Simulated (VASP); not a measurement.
BaTiO3: single point with PBE

Crystal: BaTiO3.

```
Ba Ti O
1.0
     2.82767   -4.89766    0.00000
     5.65534    0.00000    0.00000
     2.82767   -1.63255    4.63546
Ba Ti O
2 2 6
Direct
  0.91779 0.96775 0.97384
  0.57743 0.65456 0.34893
  0.85544 0.70465 0.78241
  0.22545 0.19420 0.34593
  0.10784 0.46592 0.94252
  0.52682 0.06235 0.36076
  0.62665 0.39895 0.01957
  0.86137 0.04878 0.56098
  0.50458 0.98890 0.05292
  0.81793 0.53523 0.54825
```

* Program: VASP 6.6.1
* Task: single point
* Functional: PBE
* Potentials or basis: VASP PAW PBE potentials, release 64 (Ba_sv, Ti_sv, O)
* Cutoff: 520 eV
* k mesh: 4 × 4 × 4
* Occupations: fermi-dirac, width 0.05 eV
* Spin: no spin polarisation
* Dipole correction: no
* Further INCAR settings: ALGO = Normal; EDIFF = 1e-06; NBANDS = 51

- Pressure: 77.4 GPa
- Largest force: 26.070 eV/Å
- Band gap on the k mesh: 0.36 eV, indirect (least direct gap 0.45 eV)

Forces on the atoms (eV/Å):
```
Ba   11.098 -11.893  -1.818
Ba  -22.419   4.645  12.469
Ti  -10.103   5.142  -1.873
Ti    2.319  12.168  -5.197
O    -0.540  -2.944   0.973
O     5.535  -8.075   8.483
O     4.981   2.680  -0.163
O     1.050  -1.016  -4.978
O     2.767  13.420 -12.020
O     5.312 -14.127   4.123
```

Stress tensor (GPa, compression positive):
```
 72.52  -3.25 -10.34
 -3.25  82.68 -26.79
-10.34 -26.79  77.00
```

Levels at points of the mesh, in eV from the valence-band top:
```csv
k point,band 36,band 37,band 38,band 39,band 40,band 41,band 42,band 43,band 44,band 45
"(0.00, 0.00, 0.00)",-2.56,-2.14,-1.26,-0.50,-0.17,0.45,0.98,1.28,1.65,2.25
"(0.50, 0.00, 0.00)",-2.45,-2.15,-1.50,-0.80,-0.22,0.47,0.80,1.35,1.64,2.00
"(0.00, 0.50, 0.00)",-2.40,-2.06,-1.34,-0.20,0.00,0.45,1.05,1.36,1.74,2.35
"(0.50, 0.50, 0.50)",-2.49,-2.39,-1.26,-0.59,-0.08,0.40,1.03,1.20,1.67,2.38
"(0.50, 0.50, 0.00)",-2.69,-2.25,-1.33,-0.48,-0.21,0.66,1.04,1.29,1.84,2.31
"(0.00, 0.50, 0.50)",-2.39,-2.00,-1.43,-0.64,-0.25,0.66,1.14,1.44,1.88,2.07
"(0.50, 0.00, 0.50)",-2.40,-1.91,-1.69,-0.86,-0.26,0.45,1.10,1.27,1.76,2.21
"(0.00, 0.00, 0.50)",-2.41,-1.80,-1.58,-0.80,-0.34,0.74,1.10,1.35,1.58,2.24
```

Wall time 7.1 min on 1 thread of Intel(R) Xeon(R) Platinum 8259CL CPU @ 2.50GHz (Skylake/Cascade Lake), on a shared host, peak memory 0.38 GiB.

Caveat: spin-orbit coupling is left out, which moves the levels of the heavy elements; forces of over 1 eV/Å act on the atoms, so gaps and moduli don't describe the material at rest. A k mesh can miss the band edges.
